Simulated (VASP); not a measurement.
A run of VASP 6.6.1 is set up as follows.

File INCAR:

```
PREC = Accurate
ENCUT = 600
EDIFF = 1E-7
ISMEAR = 1
SIGMA = 0.1
LREAL = F
LASPH = T
NELM = 80
ALGO = Normal
ISIF = 3
LWAVE = F
LCHARG = F
GGA = PE
IBRION = 2
NSW = 60
EDIFFG = -0.005
```

Contents of KPOINTS:

```
Automatic mesh
0
Gamma
  24 24 24
```

File POSCAR:

```
Mo
1.0
   -1.5750000000      1.5750000000      1.5750000000
    1.5750000000     -1.5750000000      1.5750000000
    1.5750000000      1.5750000000     -1.5750000000
Mo
1
Direct
    0.0000000000      0.0000000000      0.0000000000
```

Potentials or basis: VASP PAW PBE potentials, release 64 (Mo_sv).

Command:

```sh
$ cat potpaw_PBE.64/Mo_sv/POTCAR > POTCAR
$ mpirun -np 1 vasp_std > vasp.out
```

**Question.** Predict the band gap on the k mesh.

**Answer.** Zero (band 7 reaches 16.32 eV, above the bottom of band 8 at 11.06 eV).

**Question.** What does it give for the relaxed cell?

**Answer.** a = 2.739 Å, b = 2.739 Å, c = 2.739 Å, α = 109.47°, β = 109.47°, γ = 109.47°.

The path:
| step | energy change (eV) | largest force (eV/Å) | pressure (GPa) | volume (Å³) |
| --- | --- | --- | --- | --- |
| 1 | 0.0000 | 0.0000 | 3.12 | 15.63 |
| 2 | 0.0110 | 0.0000 | -7.74 | 16.33 |
| 3 | -0.0018 | 0.0000 | -0.02 | 15.81 |
